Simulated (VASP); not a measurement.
# Al2Au (Fm-3m) in VASP: single point with PBEsol

Aim: the single point of Al2Au with PBEsol.

All numbers are computed with VASP 6.6.1; they aren't measurements. Logs are shortened: lines on timing, memory, paths and dates and some standing lists are left out, and cuts for length are marked.

**1. The cell of the first run**

The structure is cubic, space group Fm-3m (No. 225). The conventional cell has a = 6.002 Å, b = 6.002 Å, c = 6.002 Å, α = 90.00°, β = 90.00°, γ = 90.00°. Within 3.4 Å of Al (site symmetry -43m) lie 4 Au at 2.60 Å and 6 Al at 3.00 Å. Au (site symmetry m-3m) has 8 Al at 2.60 Å within 3.4 Å.

**2. Single point, PBEsol**

INCAR

```
SYSTEM = Al2Au
ALGO = Fast ; EDIFF = 1E-6
ENCUT = 520 ; GGA = PS
ISIF = 2 ; ISMEAR = 0
LASPH = .True. ; LCHARG = .False.
LREAL = .False. ; LWAVE = .False.
NBANDS = 16 ; NELM = 80
PREC = Accurate ; SIGMA = 0.1
```

KPOINTS

```
k-points
0
Gamma
  12 12 12
  0 0 0
```

POSCAR

```
Al2Au
1.0
    0.0000000000      3.0011078147      3.0011078147
    3.0011078147      0.0000000000      3.0011078147
    3.0011078147      3.0011078147      0.0000000000
Al Au
2 1
Direct
    0.2500000000      0.2500000000      0.2500000000
    0.7500000000      0.7500000000      0.7500000000
    0.0000000000      0.0000000000      0.0000000000
```

Potentials or basis: VASP PAW PBE potentials, release 64 (Al, Au).

Command:

```bash
$ cat potpaw_PBE.64/Al/POTCAR potpaw_PBE.64/Au/POTCAR > POTCAR
$ mpirun -np 1 vasp_std > vasp.out
```

OUTCAR:

```text
SYSTEM = Al2Au
   EDIFF = 1E-6
   ENCUT = 520
   GGA = PS
   ISIF = 2
   ISMEAR = 0
   LASPH = .True.
   LREAL = .False.
   NELM = 80
   PREC = Accurate

 ion  position               nearest neighbor table
   1  0.250  0.250  0.250-   3 2.60   3 2.60   3 2.60   3 2.60   2 3.00   2 3.00   2 3.00   2 3.00
                             2 3.00   2 3.00
   2  0.750  0.750  0.750-   3 2.60   3 2.60   3 2.60   3 2.60   1 3.00   1 3.00   1 3.00   1 3.00
                             1 3.00   1 3.00
   3  0.000  0.000  0.000-   2 2.60   1 2.60   2 2.60   1 2.60   2 2.60   2 2.60   1 2.60   1 2.60

  LATTYP: Found a face centered cubic cell.
 ALAT       =     6.0022156294

  Lattice vectors:

 A1 = (   0.0000000000,   3.0011078147,   3.0011078147)
 A2 = (   3.0011078147,   0.0000000000,   3.0011078147)
 A3 = (   3.0011078147,   3.0011078147,   0.0000000000)

Analysis of symmetry for initial positions (statically):
=====================================================================
 Subroutine PRICEL returns:
 Original cell was already a primitive cell.

 Routine SETGRP: Setting up the symmetry group for a
 face centered cubic supercell.

 Subroutine GETGRP returns: Found 48 space group operations
 (whereof 48 operations were pure point group operations)
 out of a pool of 48 trial point group operations.

The static configuration has the point symmetry O_h .

Analysis of symmetry for dynamics (positions and initial velocities):
=====================================================================
 Subroutine PRICEL returns:
 Original cell was already a primitive cell.

 Routine SETGRP: Setting up the symmetry group for a
 face centered cubic supercell.

 Subroutine GETGRP returns: Found 48 space group operations
 (whereof 48 operations were pure point group operations)
 out of a pool of 48 trial point group operations.

The dynamic configuration has the point symmetry O_h .

 Subroutine INISYM returns: Found 48 space group operations
 (whereof 48 operations are pure point group operations),
 and found     1 'primitive' translations

----------------------------------------------------------------------------------------

                                     Primitive cell

  volume of cell :      54.0598

  direct lattice vectors                    reciprocal lattice vectors
     0.000000000  3.001107815  3.001107815    -0.166605144  0.166605144  0.166605144
     3.001107815  0.000000000  3.001107815     0.166605144 -0.166605144  0.166605144
     3.001107815  3.001107815  0.000000000     0.166605144  0.166605144 -0.166605144

  length of vectors
     4.244207374  4.244207374  4.244207374     0.288568574  0.288568574  0.288568574

  position of ions in fractional coordinates (direct lattice)
     0.250000000  0.250000000  0.250000000
     0.750000000  0.750000000  0.750000000
     0.000000000  0.000000000  0.000000000

  ion indices of the primitive-cell ions
   primitive index   ion index
                 1           1
                 2           2
                 3           3

----------------------------------------------------------------------------------------

 KPOINTS: k-points

Automatic generation of k-mesh.
 Grid dimensions read from file:
 generate k-points for:   12   12   12

 Generating k-lattice:

  Cartesian coordinates                     Fractional coordinates (reciprocal lattice)
    -0.013883762  0.013883762  0.013883762     0.083333333  0.000000000  0.000000000
     0.013883762 -0.013883762  0.013883762     0.000000000  0.083333333  0.000000000
     0.013883762  0.013883762 -0.013883762     0.000000000  0.000000000  0.083333333

  Length of vectors
     0.024047381  0.024047381  0.024047381

  Shift w.r.t. Gamma in fractional coordinates (k-lattice)
     0.000000000  0.000000000  0.000000000

 Subroutine IBZKPT returns following result:
 ===========================================

 Found     72 irreducible k-points:

 Following reciprocal coordinates:
            Coordinates               Weight
  0.000000  0.000000  0.000000      1.000000
  0.083333  0.000000  0.000000      8.000000
  0.166667  0.000000  0.000000      8.000000
  0.250000  0.000000  0.000000      8.000000
  0.333333  0.000000  0.000000      8.000000
  0.416667  0.000000  0.000000      8.000000
[... 16 lines left out ...]
  0.500000  0.166667  0.000000     24.000000
 -0.416667  0.166667  0.000000     24.000000
 [... further k-points ...]
   k-points           NKPTS =     72   k-points in BZ     NKDIM =     72   number of bands    NBANDS=     16
   number of dos      NEDOS =    301   number of ions     NIONS =      3
   total plane-waves  NPLWV =  32768
   dimension x,y,z NGX =    32 NGY =   32 NGZ =   32
   dimension x,y,z NGXF=    64 NGYF=   64 NGZF=   64
   ions per type =               2   1
   NGX,Y,Z   is equivalent  to a cutoff of  12.53, 12.53, 12.53 a.u.
   NGXF,Y,Z  is equivalent  to a cutoff of  25.07, 25.07, 25.07 a.u.
 SYSTEM =  Al2Au
   PREC   = accura    normal or accurate (medium, high low for compatibility)
   ISTART =      0    job   : 0-new  1-cont  2-samecut
   ICHARG =      2    charge: 1-file 2-atom 10-const
   ISPIN  =      1    spin polarized calculation?
   LNONCOLLINEAR =      F non collinear calculations
   LSORBIT =      F    spin-orbit coupling
   LASPH  =      T    aspherical Exc in radial PAW
   ENCUT  =  520.0 eV  38.22 Ry    6.18 a.u.   7.89  7.89  7.89*2*pi/ulx,y,z
   NELM   =     80;   NELMIN=  2; NELMDL= -5     # of ELM steps
   EDIFF  = 0.1E-05   stopping-criterion for ELM
   LREAL  =      F    real-space projection
   EDIFFG = 0.1E-04   stopping-criterion for IOM
   NSW    =      0    number of steps for IOM
   IBRION =     -1    ionic relax: 0-MD 1-quasi-New 2-CG
   NFREE  =      0    steps in history (QN), initial steepest desc. (CG)
   ISIF   =      2    stress and relaxation
   ISYM   =      2    0-nonsym 1-usesym 2-fastsym
   POTIM  = 0.5000    time-step for ionic-motion
   TEBEG  =    0.0;   TEEND  =   0.0 temperature during run
   PSTRESS=    0.0 pullay stress
   NELECT =      17.0000    total number of electrons
   NUPDOWN=      -1.0000    fix difference up-down
   EMIN   =  10.00;   EMAX   =-10.00  energy-range for DOS
   EFERMI =   0.00;   METHOD = LEGACY
   ISMEAR =     0;   SIGMA  =   0.10  broadening in eV -4-tet -1-fermi 0-gaus
   EFERMI_NEDOS =   21; number of points for ismear=-14 and -15
   IALGO  =     68    algorithm
   IMIX   =      4    mixing-type and parameters
     AMIX     =   0.40;   BMIX     =  1.00
     AMIX_MAG =   1.60;   BMIX_MAG =  1.00
  volume/ion in A,a.u.               =      18.02       121.60
  Fermi-wavevector in a.u.,A,eV,Ry     =   1.113268  2.103771 16.862579  1.239365
  Thomas-Fermi vector in A             =   2.249851
   LORBIT       =      0    0 simple, 1 ext, 2 COOP (PROOUT), +10 PAW based schemes
   GGA     = PS    functional components
   LHFCALC =     F    Hartree Fock is set to
   AEXX    =    0.0000 exact exchange contribution
   IVDW    =     0    specifies the selected vdW correction
   LEPSILON=     F    determine dielectric tensor
   LRPA    =     F    only Hartree local field effects (RPA)
 non-spin polarized calculation
 RMM-DIIS sequential band-by-band and
 Gauss-broadening in eV      SIGMA  =   0.10
  energy-cutoff  :      520.00
  volume of cell :       54.06
 maximum number of plane-waves:      1475
   NGX = 15   NGY = 15   NGZ = 15

 number of electron      17.0000001 magnetization

 Free energy of the ion-electron system (eV)
  ---------------------------------------------------
  ext. energy  EPLUGINS =         0.00000000
  ---------------------------------------------------
  free energy    TOTEN  =       -13.47798006 eV

  energy without entropy =      -13.47322785  energy(sigma->0) =      -13.47560395

 E-fermi :   7.6831     XC(G=0): -10.6345

 val. band max:        7.6650857494   @ k =   0.2500   0.1667   0.0833
 cond. band min:       7.7055970746   @ k =  -0.2500   0.0833   0.0000
 fundamental gap:      0.0405113252
 Fermi energy:         7.6830977759

 k-point     1 :       0.0000    0.0000    0.0000
  band No.  band energies     occupation
      1      -2.8787      2.00000
      2       1.0785      2.00000
      3       1.0785      2.00000
      4       1.0785      2.00000
      5       2.0387      2.00000
      6       2.0387      2.00000
[... 8 lines left out ...]
     15      13.4038      0.00000
     16      13.4038      0.00000

 k-point     2 :       0.0833    0.0000    0.0000
  band No.  band energies     occupation
      1      -2.7875      2.00000
      2       1.0482      2.00000
      3       1.1018      2.00000
      4       1.1018      2.00000
      5       2.0335      2.00000
      6       2.0335      2.00000
[... 8 lines left out ...]
     15      13.1590      0.00000
     16      13.2107      0.00000

 k-point     3 :       0.1667    0.0000    0.0000
  band No.  band energies     occupation
      1      -2.5187      2.00000
      2       0.9718      2.00000
      3       1.1623      2.00000
      4       1.1623      2.00000
      5       2.0260      2.00000
      6       2.0260      2.00000
[... 8 lines left out ...]
     15      13.1312      0.00000
     16      13.3436      0.00000

 k-point     4 :       0.2500    0.0000    0.0000
  band No.  band energies     occupation
      1      -2.0912      2.00000
      2       0.8888      2.00000
      3       1.2346      2.00000
      4       1.2346      2.00000
      5       2.0360      2.00000
      6       2.0360      2.00000
[... 8 lines left out ...]
     15      13.9813      0.00000
     16      14.1219      0.00000
[... 324 lines left out ...]
 k-point    22 :       0.4167    0.1667    0.0000
  band No.  band energies     occupation
      1      -1.0462      2.00000
      2       0.7168      2.00000
      3       1.3736      2.00000
      4       1.4312      2.00000
      5       2.0082      2.00000
      6       2.1966      2.00000
[... 8 lines left out ...]
     15      16.9385      0.00000
     16      17.3271      0.00000

 k-point    23 :       0.5000    0.1667    0.0000
  band No.  band energies     occupation
      1      -0.6026      2.00000
      2       0.8314      2.00000
      3       1.3932      2.00000
      4       1.4539      2.00000
      5       2.1758      2.00000
      6       2.1784      2.00000
[... 8 lines left out ...]
     15      16.8130      0.00000
     16      17.6494      0.00000

 k-point    24 :      -0.4167    0.1667    0.0000
  band No.  band energies     occupation
      1      -0.5358      2.00000
      2       0.8957      2.00000
      3       1.4376      2.00000
      4       1.4577      2.00000
      5       2.0838      2.00000
      6       2.0997      2.00000
[... 8 lines left out ...]
     15      15.8977      0.00000
     16      16.4158      0.00000

 [... further k-points ...]

------------------------ aborting loop because EDIFF is reached ----------------------------------------

  FORCE on cell =-STRESS in cart. coord.  units (eV):
  Direction    XX          YY          ZZ          XY          YZ          ZX
  --------------------------------------------------------------------------------------
  -------------------------------------------------------------------------------------
  Total       -0.0651857     -0.0651857     -0.0651857     -0.0000000      0.0000000      0.0000000
  in kB       -1.9319154     -1.9319154     -1.9319154     -0.0000000      0.0000000      0.0000000
  external PRESSURE =      -1.9319154 kB  Pullay stress =       0.0000000 kB

 VOLUME and BASIS-vectors are now :
 -----------------------------------------------------------------------------
  energy-cutoff  :      520.00
  volume of cell :       54.06
      direct lattice vectors                 reciprocal lattice vectors
     0.000000000  3.001107815  3.001107815    -0.166605144  0.166605144  0.166605144
     3.001107815  0.000000000  3.001107815     0.166605144 -0.166605144  0.166605144
     3.001107815  3.001107815  0.000000000     0.166605144  0.166605144 -0.166605144

 POSITION                                       TOTAL-FORCE (eV/Angst)
 -----------------------------------------------------------------------------------
      1.50055      1.50055      1.50055         0.000000      0.000000      0.000000
      4.50166      4.50166      4.50166        -0.000000     -0.000000     -0.000000
      0.00000      0.00000      0.00000         0.000000     -0.000000      0.000000
 -----------------------------------------------------------------------------------
    total drift:                                0.000000     -0.000000      0.000000

  FREE ENERGIE OF THE ION-ELECTRON SYSTEM (eV)
  ---------------------------------------------------
  free  energy   TOTEN  =       -13.4779800556 eV

  energy  without entropy=      -13.4732278536  energy(sigma->0) =      -13.47560395
```

Run time: 2 min. Hardware: 1 thread of Intel Xeon 8259CL, shared host; peak memory 0.22 GiB.

Results:

```yaml
Free_energy: -13.4780 eV
Pressure: -0.2 GPa
Band_gap_on_the_k_mesh: zero (an odd number of electrons rules out a gap without spin polarisation)
```

Caveat: the PAW data sets were made with another functional, which shifts forces and pressure a little; spin-orbit coupling is left out, which moves the levels of the heavy elements.

The gap in the log of VASP goes by the Fermi energy; the results here count the filled bands.